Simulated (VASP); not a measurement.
Runs of VASP 6.6.1 on CaO (ke600). The structure is that of space group Fm-3m (No. 225), or close to it. The cells are those of the table. 

```csv
task,potentials or basis,cell,k mesh,cutoff (eV),smearing,second run,gap on the mesh (eV),pressure (GPa)
single point,"VASP PAW LDA potentials, release 64 (Ca_sv, O)","a = 3.470 Å, angles 60.0°, 2 atoms",6 × 6 × 6,520,gaussian 0.1 eV,-,3.48,(a)
single point,"VASP PAW LDA potentials, release 64 (Ca_sv, O_h)","a = 3.329 Å, angles 60.0°, 2 atoms",8 × 8 × 8,910,gaussian 0.1 eV,hard_potentials,3.42,0.8
single point,"VASP PAW LDA potentials, release 64 (Ca_sv, O)","a = 3.329 Å, angles 60.0°, 2 atoms",8 × 8 × 8,520,gaussian 0.02 eV,-,3.42,1.0
relaxation of cell and atoms,"VASP PAW LDA potentials, release 64 (Ca_sv, O)","relaxed from a = 3.329 Å, angles 60.0°, 2 atoms",8 × 8 × 8,600,gaussian 0.02 eV,-,3.43,0.0
single point,"VASP PAW LDA potentials, release 64 (Ca_sv, O)","a = 3.329 Å, angles 60.0°, 2 atoms",8 × 8 × 8,520,gaussian 0.1 eV,-,3.42,1.0
```

Alike in all rows: level LDA; no spin polarisation.

Q: Fill in the values left out.

A: (a) -11.6.

Caveats: the cutoff is under 1.25 times the usual one of these potentials, so pressure, stress and relaxed cells hold a basis-set (Pulay) error (some runs).

A k mesh can miss the band edges.
